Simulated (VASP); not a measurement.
# SnTe (Fm-3m) in VASP: single point with PBEsol

Aim: the single point of SnTe with PBEsol.

Everything below comes from runs of VASP 6.6.1. Logs are shortened: lines on timing, memory, paths and dates and some standing lists are left out, and cuts for length are marked.

### 1 The cell of the first run

Symmetry: Fm-3m, No. 225, cubic system. Conventional cell: a = 6.290 Å, b = 6.290 Å, c = 6.290 Å, α = 90.00°, β = 90.00°, γ = 90.00°. Sn (site symmetry m-3m) has 6 Te at 3.15 Å within 4.1 Å. Te (site symmetry m-3m) has 6 Sn at 3.15 Å within 4.1 Å.

### 2 Single point, PBEsol

Contents of INCAR:

```
PREC = Accurate ; ENCUT = 520
EDIFF = 1E-6 ; ISMEAR = 0
SIGMA = 0.1 ; LREAL = False
LASPH = True ; NELM = 80
ALGO = Normal ; ISIF = 2
LWAVE = False ; LCHARG = True
GGA = PS ; LELF = True
LVHAR = True ; NBANDS = 17
```

Contents of KPOINTS:

```
Automatic mesh
0
Gamma
  12 12 12
```

Contents of POSCAR:

```
SnTe
1.0
    0.0000000000      3.1451068026      3.1451068026
    3.1451068026      0.0000000000      3.1451068026
    3.1451068026      3.1451068026      0.0000000000
Sn Te
1 1
Direct
    0.0000000000      0.0000000000      0.0000000000
    0.5000000000      0.5000000000      0.5000000000
```

Potentials or basis: VASP PAW PBE potentials, release 64 (Sn_d, Te).

On the command line:

```
$ cat potpaw_PBE.64/Sn_d/POTCAR potpaw_PBE.64/Te/POTCAR > POTCAR
$ mpirun -np 1 vasp_std > vasp.out
```

OUTCAR:

```text
PREC = Accurate
   ENCUT = 520
   EDIFF = 1E-6
   ISMEAR = 0
   LREAL = False
   LASPH = True
   NELM = 80
   ISIF = 2
   GGA = PS

 ion  position               nearest neighbor table
   1  0.000  0.000  0.000-   2 3.15   2 3.15   2 3.15   2 3.15   2 3.15   2 3.15
   2  0.500  0.500  0.500-   1 3.15   1 3.15   1 3.15   1 3.15   1 3.15   1 3.15

  LATTYP: Found a face centered cubic cell.
 ALAT       =     6.2902136052

  Lattice vectors:

 A1 = (   0.0000000000,   3.1451068026,   3.1451068026)
 A2 = (   3.1451068026,   0.0000000000,   3.1451068026)
 A3 = (   3.1451068026,   3.1451068026,   0.0000000000)

Analysis of symmetry for initial positions (statically):
=====================================================================
 Subroutine PRICEL returns:
 Original cell was already a primitive cell.

 Routine SETGRP: Setting up the symmetry group for a
 face centered cubic supercell.

 Subroutine GETGRP returns: Found 48 space group operations
 (whereof 48 operations were pure point group operations)
 out of a pool of 48 trial point group operations.

The static configuration has the point symmetry O_h .

Analysis of symmetry for dynamics (positions and initial velocities):
=====================================================================
 Subroutine PRICEL returns:
 Original cell was already a primitive cell.

 Routine SETGRP: Setting up the symmetry group for a
 face centered cubic supercell.

 Subroutine GETGRP returns: Found 48 space group operations
 (whereof 48 operations were pure point group operations)
 out of a pool of 48 trial point group operations.

The dynamic configuration has the point symmetry O_h .

 Subroutine INISYM returns: Found 48 space group operations
 (whereof 48 operations are pure point group operations),
 and found     1 'primitive' translations

----------------------------------------------------------------------------------------

                                     Primitive cell

  volume of cell :      62.2209

  direct lattice vectors                    reciprocal lattice vectors
     0.000000000  3.145106803  3.145106803    -0.158977113  0.158977113  0.158977113
     3.145106803  0.000000000  3.145106803     0.158977113 -0.158977113  0.158977113
     3.145106803  3.145106803  0.000000000     0.158977113  0.158977113 -0.158977113

  length of vectors
     4.447852695  4.447852695  4.447852695     0.275356437  0.275356437  0.275356437

  position of ions in fractional coordinates (direct lattice)
     0.000000000  0.000000000  0.000000000
     0.500000000  0.500000000  0.500000000

  ion indices of the primitive-cell ions
   primitive index   ion index
                 1           1
                 2           2

----------------------------------------------------------------------------------------

 KPOINTS: Automatic mesh

Automatic generation of k-mesh.
 Grid dimensions read from file:
 generate k-points for:   12   12   12

 Generating k-lattice:

  Cartesian coordinates                     Fractional coordinates (reciprocal lattice)
    -0.013248093  0.013248093  0.013248093     0.083333333  0.000000000  0.000000000
     0.013248093 -0.013248093  0.013248093     0.000000000  0.083333333  0.000000000
     0.013248093  0.013248093 -0.013248093     0.000000000  0.000000000  0.083333333

  Length of vectors
     0.022946370  0.022946370  0.022946370

  Shift w.r.t. Gamma in fractional coordinates (k-lattice)
     0.000000000  0.000000000  0.000000000

 Subroutine IBZKPT returns following result:
 ===========================================

 Found     72 irreducible k-points:

 Following reciprocal coordinates:
            Coordinates               Weight
  0.000000  0.000000  0.000000      1.000000
  0.083333  0.000000  0.000000      8.000000
  0.166667  0.000000  0.000000      8.000000
  0.250000  0.000000  0.000000      8.000000
  0.333333  0.000000  0.000000      8.000000
  0.416667  0.000000  0.000000      8.000000
[... 16 lines left out ...]
  0.500000  0.166667  0.000000     24.000000
 -0.416667  0.166667  0.000000     24.000000
 [... further k-points ...]
   k-points           NKPTS =     72   k-points in BZ     NKDIM =     72   number of bands    NBANDS=     17
   number of dos      NEDOS =    301   number of ions     NIONS =      2
   total plane-waves  NPLWV =  46656
   dimension x,y,z NGX =    36 NGY =   36 NGZ =   36
   dimension x,y,z NGXF=    72 NGYF=   72 NGZF=   72
   ions per type =               1   1
   NGX,Y,Z   is equivalent  to a cutoff of  13.46, 13.46, 13.46 a.u.
   NGXF,Y,Z  is equivalent  to a cutoff of  26.91, 26.91, 26.91 a.u.
 SYSTEM =  unknown system
   PREC   = accura    normal or accurate (medium, high low for compatibility)
   ISTART =      0    job   : 0-new  1-cont  2-samecut
   ICHARG =      2    charge: 1-file 2-atom 10-const
   ISPIN  =      1    spin polarized calculation?
   LNONCOLLINEAR =      F non collinear calculations
   LSORBIT =      F    spin-orbit coupling
   LASPH  =      T    aspherical Exc in radial PAW
   ENCUT  =  520.0 eV  38.22 Ry    6.18 a.u.   8.27  8.27  8.27*2*pi/ulx,y,z
   NELM   =     80;   NELMIN=  2; NELMDL= -5     # of ELM steps
   EDIFF  = 0.1E-05   stopping-criterion for ELM
   LREAL  =      F    real-space projection
   EDIFFG = 0.1E-04   stopping-criterion for IOM
   NSW    =      0    number of steps for IOM
   IBRION =     -1    ionic relax: 0-MD 1-quasi-New 2-CG
   NFREE  =      0    steps in history (QN), initial steepest desc. (CG)
   ISIF   =      2    stress and relaxation
   ISYM   =      2    0-nonsym 1-usesym 2-fastsym
   POTIM  = 0.5000    time-step for ionic-motion
   TEBEG  =    0.0;   TEEND  =   0.0 temperature during run
   PSTRESS=    0.0 pullay stress
   NELECT =      20.0000    total number of electrons
   NUPDOWN=      -1.0000    fix difference up-down
   EMIN   =  10.00;   EMAX   =-10.00  energy-range for DOS
   EFERMI =   0.00;   METHOD = LEGACY
   ISMEAR =     0;   SIGMA  =   0.10  broadening in eV -4-tet -1-fermi 0-gaus
   EFERMI_NEDOS =   21; number of points for ismear=-14 and -15
   IALGO  =     38    algorithm
   IMIX   =      4    mixing-type and parameters
     AMIX     =   0.40;   BMIX     =  1.00
     AMIX_MAG =   1.60;   BMIX_MAG =  1.00
  volume/ion in A,a.u.               =      31.11       209.94
  Fermi-wavevector in a.u.,A,eV,Ry     =   1.121432  2.119198 17.110805  1.257609
  Thomas-Fermi vector in A             =   2.258085
   LORBIT       =      0    0 simple, 1 ext, 2 COOP (PROOUT), +10 PAW based schemes
   GGA     = PS    functional components
   LHFCALC =     F    Hartree Fock is set to
   AEXX    =    0.0000 exact exchange contribution
   IVDW    =     0    specifies the selected vdW correction
   LEPSILON=     F    determine dielectric tensor
   LRPA    =     F    only Hartree local field effects (RPA)
 non-spin polarized calculation
 Gauss-broadening in eV      SIGMA  =   0.10
  energy-cutoff  :      520.00
  volume of cell :       62.22
 maximum number of plane-waves:      1700
 NGX is ok and might be reduce to    36
   NGX = 17   NGY = 17   NGZ = 17

 number of electron      19.9999998 magnetization

 Free energy of the ion-electron system (eV)
  ---------------------------------------------------
  ext. energy  EPLUGINS =         0.00000000
  ---------------------------------------------------
  free energy    TOTEN  =        -8.33924289 eV

  energy without entropy =       -8.33910019  energy(sigma->0) =       -8.33917154

 E-fermi :   6.8981     XC(G=0):  -9.6768

 val. band max:        6.8193473716   @ k =   0.5000   0.0000   0.0000
 cond. band min:       6.9776394425   @ k =   0.5000   0.0000   0.0000
 fundamental gap:      0.1582920709
 Fermi energy:         6.8980692566

 k-point     1 :       0.0000    0.0000    0.0000
  band No.  band energies     occupation
      1     -14.9090      2.00000
      2     -14.9090      2.00000
      3     -14.9019      2.00000
      4     -14.9019      2.00000
      5     -14.9019      2.00000
      6      -5.9872      2.00000
[... 9 lines left out ...]
     16      11.5793      0.00000
     17      13.5469      0.00000

 k-point     2 :       0.0833    0.0000    0.0000
  band No.  band energies     occupation
      1     -14.9093      2.00000
      2     -14.9093      2.00000
      3     -14.9017      2.00000
      4     -14.9014      2.00000
      5     -14.9014      2.00000
      6      -5.9277      2.00000
[... 9 lines left out ...]
     16      11.7282      0.00000
     17      14.0916      0.00000

 k-point     3 :       0.1667    0.0000    0.0000
  band No.  band energies     occupation
      1     -14.9101      2.00000
      2     -14.9101      2.00000
      3     -14.9014      2.00000
      4     -14.9002      2.00000
      5     -14.9002      2.00000
      6      -5.7532      2.00000
[... 9 lines left out ...]
     16      12.1433      0.00000
     17      15.3102      0.00000

 k-point     4 :       0.2500    0.0000    0.0000
  band No.  band energies     occupation
      1     -14.9115      2.00000
      2     -14.9115      2.00000
      3     -14.9010      2.00000
      4     -14.8984      2.00000
      5     -14.8984      2.00000
      6      -5.4793      2.00000
[... 9 lines left out ...]
     16      12.8002      0.00000
     17      16.7044      0.00000
[... 343 lines left out ...]
      1     -14.9174      2.00000
      2     -14.9101      2.00000
      3     -14.9013      2.00000
      4     -14.8958      2.00000
      5     -14.8942      2.00000
      6      -4.8752      2.00000
[... 9 lines left out ...]
     16      15.5444      0.00000
     17      16.4245      0.00000

 k-point    23 :       0.5000    0.1667    0.0000
  band No.  band energies     occupation
      1     -14.9174      2.00000
      2     -14.9116      2.00000
      3     -14.9000      2.00000
      4     -14.8956      2.00000
      5     -14.8937      2.00000
      6      -4.6262      2.00000
[... 9 lines left out ...]
     16      15.7973      0.00000
     17      16.3064      0.00000

 k-point    24 :      -0.4167    0.1667    0.0000
  band No.  band energies     occupation
      1     -14.9164      2.00000
      2     -14.9127      2.00000
      3     -14.8991      2.00000
      4     -14.8956      2.00000
      5     -14.8943      2.00000
      6      -4.5832      2.00000
[... 9 lines left out ...]
     16      14.6171      0.00000
     17      17.1978      0.00000

 [... further k-points ...]
[... 5 lines left out ...]
  --------------------------------------------------------------------------------------
  -------------------------------------------------------------------------------------
  Total       -0.0225287     -0.0225287     -0.0225287      0.0000000      0.0000000      0.0000000
  in kB       -0.5801090     -0.5801090     -0.5801090      0.0000000      0.0000000      0.0000000
  external PRESSURE =      -0.5801090 kB  Pullay stress =       0.0000000 kB

 VOLUME and BASIS-vectors are now :
 -----------------------------------------------------------------------------
  energy-cutoff  :      520.00
  volume of cell :       62.22
      direct lattice vectors                 reciprocal lattice vectors
     0.000000000  3.145106803  3.145106803    -0.158977113  0.158977113  0.158977113
     3.145106803  0.000000000  3.145106803     0.158977113 -0.158977113  0.158977113
     3.145106803  3.145106803  0.000000000     0.158977113  0.158977113 -0.158977113

 POSITION                                       TOTAL-FORCE (eV/Angst)
 -----------------------------------------------------------------------------------
      0.00000      0.00000      0.00000         0.000000     -0.000000      0.000000
      3.14511      3.14511      3.14511        -0.000000      0.000000     -0.000000
 -----------------------------------------------------------------------------------
    total drift:                               -0.000000      0.000000      0.000000

  FREE ENERGIE OF THE ION-ELECTRON SYSTEM (eV)
  ---------------------------------------------------
  free  energy   TOTEN  =        -8.3392428868 eV

  energy  without entropy=       -8.3391001905  energy(sigma->0) =       -8.33917154
```

It took 30 s on 1 thread of Intel Xeon 6975P-C (Granite Rapids), shared host; peak memory 0.24 GiB.

What came out:

```yaml
Free_energy: -8.3392 eV
Pressure: -0.1 GPa
Band_gap_on_the_k_mesh: 0.16 eV, direct
```

Caveat: the PAW data sets were made with another functional, which shifts forces and pressure a little; spin-orbit coupling is left out, which moves the levels of the heavy elements. A k mesh can miss the band edges.
